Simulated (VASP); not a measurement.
A run of VASP 6.6.1 is set up as follows.

Contents of INCAR:

```
SYSTEM = AlCr2F4
PREC = Accurate
ENCUT = 520
EDIFF = 1E-7
ISMEAR = 1
SIGMA = 0.1024
LREAL = .FALSE.
LASPH = .TRUE.
NELM = 100
ALGO = Fast
ISIF = 2
LWAVE = .FALSE.
LCHARG = .FALSE.
GGA = PS
NBANDS = 68
```

KPOINTS

```
regular mesh
0
G
  7 7 7
  0 0 0
```

POSCAR

```
AlCr2F4
1.0
    0.0000000000      4.3149627500      4.3149627500
    4.3149627500      0.0000000000      4.3149627500
    4.3149627500      4.3149627500      0.0000000000
Al Cr F
2 4 8
Direct
    0.0000000000      0.0000000000      0.0000000000
    0.2500000000      0.2500000000      0.2500000000
    0.6250000000      0.6250000000      0.6250000000
    0.1250000000      0.6250000000      0.6250000000
    0.6250000000      0.6250000000      0.1250000000
    0.6250000000      0.1250000000      0.6250000000
    0.3760000000      0.3760000000      0.3760000000
    0.3780000000      0.8740000000      0.8740000000
    0.3760000000      0.3760000000      0.8720000000
    0.8740000000      0.3780000000      0.8740000000
    0.8720000000      0.3760000000      0.3760000000
    0.8740000000      0.8740000000      0.8740000000
    0.3760000000      0.8720000000      0.3760000000
    0.8740000000      0.8740000000      0.3780000000
```

Potentials or basis: VASP PAW PBE potentials, release 64 (Al, Cr_pv, F).

Launch:

```sh
$ cat potpaw_PBE.64/Al/POTCAR potpaw_PBE.64/Cr_pv/POTCAR potpaw_PBE.64/F/POTCAR > POTCAR
$ mpirun -np 1 vasp_std > vasp.out
```

Question: What does it give for the largest force?

Answer: 0.144 eV/Å.

Question: Predict the pressure.

Answer: 3.1 GPa.

Forces on the atoms (eV/Å):
```
Al   0.000  0.000  0.000
Al   0.000  0.000  0.000
Cr   0.000  0.000  0.000
Cr   0.000  0.000  0.000
Cr   0.000  0.000  0.000
Cr   0.000  0.000  0.000
F   -0.083 -0.083 -0.083
F    0.083 -0.083 -0.083
F    0.083  0.083 -0.083
F   -0.083  0.083 -0.083
F   -0.083  0.083  0.083
F    0.083  0.083  0.083
F    0.083 -0.083  0.083
F   -0.083 -0.083  0.083
```

Caveat: the cell stands under pressure; the PAW data sets were made with another functional, which shifts forces and pressure a little; the run has no spin polarisation, though such a crystal can be magnetic; semilocal functionals often make such compounds metallic where correlation or magnetic order opens a gap, which also shifts bond lengths. Spin polarisation is off, so any magnetic state and its effect on volume and gap are missing.
